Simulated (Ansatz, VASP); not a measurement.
AlN: VASP beside Ansatz

```
Al N
1.0
     3.30473    0.00000    0.00000
     0.00000    6.37916    0.00000
    -0.94396    0.00000    3.90322
Al N
3 3
Direct
  0.50000 0.75305 0.50000
  0.50000 0.16407 0.50000
  0.50000 0.42168 0.00000
  0.00000 0.37024 0.50000
  0.50000 0.70502 0.00000
  0.00000 0.58594 0.50000
```

Alike in both runs: task single point; functional PBE; k mesh 6 × 4 × 4; occupations gaussian, width 0.1 eV; collinear spin.

```csv
,VASP,Ansatz
version,VASP 6.6.1,Ansatz 0.2.0
potentials or method,"VASP PAW PBE potentials, release 64 (Al, N), cutoff 520 eV","scalar-relativistic, plane waves, PAW"
valence electrons in the cell,24,24
```

VASP gave:

```
gap on the k mesh at the Fermi level (eV)                     : none
pressure (GPa)                                                : 0.0
traceless stress, the component that is largest in VASP (GPa) : 0.21
rms of the force components (eV/Å)                            : 0.046
net moment per atom (μB)                                      : 0.00
```

What did Ansatz give for the same quantities?

gap on the k mesh at the Fermi level (eV): none; pressure (GPa): 0.1; traceless stress, the component that is largest in VASP (GPa): 0.21; rms of the force components (eV/Å): 0.010; net moment per atom (μB): 0.00.

Atom by atom the forces differ by 0.037 eV/Å (rms over components). A gap of «none» marks a metal or a gap that the smearing closes. Ansatz's warnings: seeded moment not kept.

The k mesh is coarse, so the values compare programs but aren't converged.
